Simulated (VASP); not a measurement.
Here is a VASP 6.6.1 calculation.

Contents of INCAR:

```
SYSTEM = HgTe
PREC = Accurate
ENCUT = 520
EDIFF = 1E-6
ISMEAR = 0
SIGMA = 0.15
LREAL = .False.
LASPH = .True.
NELM = 80
ALGO = Normal
ISIF = 2
LWAVE = .False.
LCHARG = .False.
GGA = PS
NBANDS = 16
```

KPOINTS

```
regular mesh
0
Gamma
  14 14 14
  0 0 0
```

File POSCAR:

```
HgTe
1.0
    0.0000000000      3.2235000000      3.0623250000
    3.2235000000      0.0000000000      3.0623250000
    3.2235000000      3.2235000000      0.0000000000
Hg Te
1 1
Direct
    0.0000000000      0.0000000000      0.0000000000
    0.7500000000      0.7500000000      0.7500000000
```

Potentials or basis: VASP PAW PBE potentials, release 64 (Hg, Te).

Command:

```sh
$ cat potpaw_PBE.64/Hg/POTCAR potpaw_PBE.64/Te/POTCAR > POTCAR
$ mpirun -np 1 vasp_std > vasp.out
```

(1) What does it give for the pressure?

Answers

(1) 4.2 GPa.

Caveat: the cell differs from its parent crystal (strain +0.000 along x and y, -0.050 along z); the cell stands under pressure; the PAW data sets were made with another functional, which shifts forces and pressure a little.
